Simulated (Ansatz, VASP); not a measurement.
**One calculation of Ru, two programs**

```
Ru
1.0
     2.67406    0.00000    0.00000
    -1.33703    2.31580    0.00000
     0.00000    0.00000    4.22676
Ru
2
Cartesian
  0.0000 1.5439 1.0567
  1.3370 0.7719 3.1701
```

Alike in both runs: functional LDA; k mesh 18 × 18 × 10; occupations gaussian, width 0.1 eV; no spin polarisation.

Ansatz relaxed the structure, and its values are those at the end. VASP's run is a single point on that final structure, the one shown.

```csv
,VASP,Ansatz
version,VASP 6.6.1,Ansatz 0.2.0
potentials or method,"VASP PAW LDA potentials, release 64 (Ru_pv), cutoff 520 eV","scalar-relativistic, plane waves, PAW"
valence electrons in the cell,28,32
```

|  | VASP | Ansatz | Ansatz less VASP |
| --- | --- | --- | --- |
| gap on the k mesh at the Fermi level (eV) | none | none | - |
| pressure (GPa) | 0.9 | 0.0 | -0.94 |

Ansatz warns that its potentials were made for another functional, while VASP's fit it. LDA's correlation is that of Perdew and Zunger in VASP and of Perdew and Wang (1992) in Ansatz. A gap of «none» marks a metal or a gap that the smearing closes. VASP's potentials hold 28 valence electrons a cell and Ansatz's 32, so a difference there can come from the potentials and not from the codes.
